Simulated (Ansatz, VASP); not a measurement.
**SnO2: VASP beside Ansatz**

```
Sn O
1.0
    -3.23725    0.00000    0.00000
    -1.61863   -2.80354    0.00000
    -1.45676   -0.84106   12.62548
Sn O
3 6
Direct
  0.51370 0.51370 0.50988
  0.94902 0.94902 0.16995
  0.07839 0.07839 0.84982
  0.59214 0.59214 0.24841
  0.72152 0.72152 0.92827
  0.15683 0.15683 0.58834
  0.43526 0.43526 0.77136
  0.87057 0.87057 0.43143
  0.30589 0.30589 0.09149
```

Alike in both runs: task single point; functional PBE; dispersion D3(BJ); k mesh 9 × 9 × 2; occupations gaussian, width 0.05 eV; no spin polarisation.

|  | VASP | Ansatz |
| --- | --- | --- |
| version | VASP 6.6.1 | Ansatz 0.2.0 |
| potentials or method | VASP PAW PBE potentials, release 64 (Sn_d, O), cutoff 520 eV | scalar-relativistic, plane waves, PAW |
| valence electrons in the cell | 78 | 78 |

Ansatz gave:

| Item | Value |
| --- | --- |
| gap on the k mesh at the Fermi level (eV) | 1.40 |
| least direct gap on the mesh (eV) | 1.40 |
| pressure (GPa) | 0.7 |
| traceless stress, the component that is largest in VASP (GPa) | 1.39 |
| rms of the force components (eV/Å) | 0.098 |

Q: Which values does VASP return?

A: gap on the k mesh at the Fermi level (eV): 1.38; least direct gap on the mesh (eV): 1.38; pressure (GPa): 1.4; traceless stress, the component that is largest in VASP (GPa): 0.93; rms of the force components (eV/Å): 0.093.

Atom by atom the forces differ by 0.027 eV/Å (rms over components).
